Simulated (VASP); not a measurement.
**C: single point with r2SCAN**

C:

```
CELL_PARAMETERS angstrom
2.38435 0.00000 0.00000
-1.19217 2.06491 0.00000
0.00000 0.00000 7.86631
ATOMIC_POSITIONS crystal
C 0.00000 0.00000 0.09293
C 0.00000 0.00000 0.59293
C 0.00000 0.00000 0.40707
C 0.00000 0.00000 0.90707
C 0.33333 0.66667 0.15550
C 0.66667 0.33333 0.65550
C 0.33333 0.66667 0.34450
C 0.66667 0.33333 0.84450
```

This cell differs from its parent crystal: strain -0.050 along x and y, -0.050 along z.

| Quantity | Value |
| --- | --- |
| Program | VASP 6.6.1 |
| Task | single point |
| Functional | r2SCAN |
| Potentials or basis | VASP PAW PBE potentials, release 64 (C) |
| Cutoff | 520 eV |
| k mesh | 12 × 12 × 4 |
| Occupations | gaussian, width 0.05 eV |
| Spin | no spin polarisation |
| Dipole correction | no |
| Further INCAR settings | ALGO = Normal; EDIFF = 1e-07; NBANDS = 26 |

The pressure is 93.6 GPa and the largest force is 0.164 eV/Å. The band gap on the k mesh is 5.18 eV (least direct gap 5.88 eV).

Forces on the atoms (eV/Å):
```
C    0.000  0.000 -0.068
C    0.000  0.000 -0.068
C    0.000  0.000  0.068
C    0.000  0.000  0.068
C    0.000  0.000  0.164
C    0.000  0.000  0.164
C    0.000  0.000 -0.164
C    0.000  0.000 -0.164
```

Stress tensor (GPa, compression positive):
```
93.41  0.00  0.00
 0.00 93.41  0.00
 0.00  0.00 93.98
```

Levels at points of the mesh, in eV from the valence-band top:
| k point | band 14 | band 15 | band 16 | band 17 | band 18 | band 19 |
| --- | --- | --- | --- | --- | --- | --- |
| (0.00, 0.00, 0.00) | -0.29 | 0.00 | 0.00 | 5.88 | 5.88 | 6.12 |
| (0.50, 0.00, 0.00) | -5.68 | -4.54 | -3.65 | 5.22 | 6.37 | 6.75 |
| (0.00, 0.00, 0.50) | -0.82 | -0.82 | -0.82 | 6.83 | 6.83 | 6.83 |
| (0.50, 0.00, 0.50) | -5.76 | -4.52 | -4.52 | 5.60 | 5.60 | 7.86 |

Run time: 3.4 min on 1 thread of Intel(R) Xeon(R) Platinum 8375C CPU @ 2.90GHz (Ice Lake), with other jobs on the host, peak memory 0.17 GiB.

Caveat: the cell differs from its parent crystal (strain -0.050 along x and y, -0.050 along z); the cell stands under pressure; the PAW data sets were made with another functional, which shifts forces and pressure a little. A k mesh can miss the band edges.
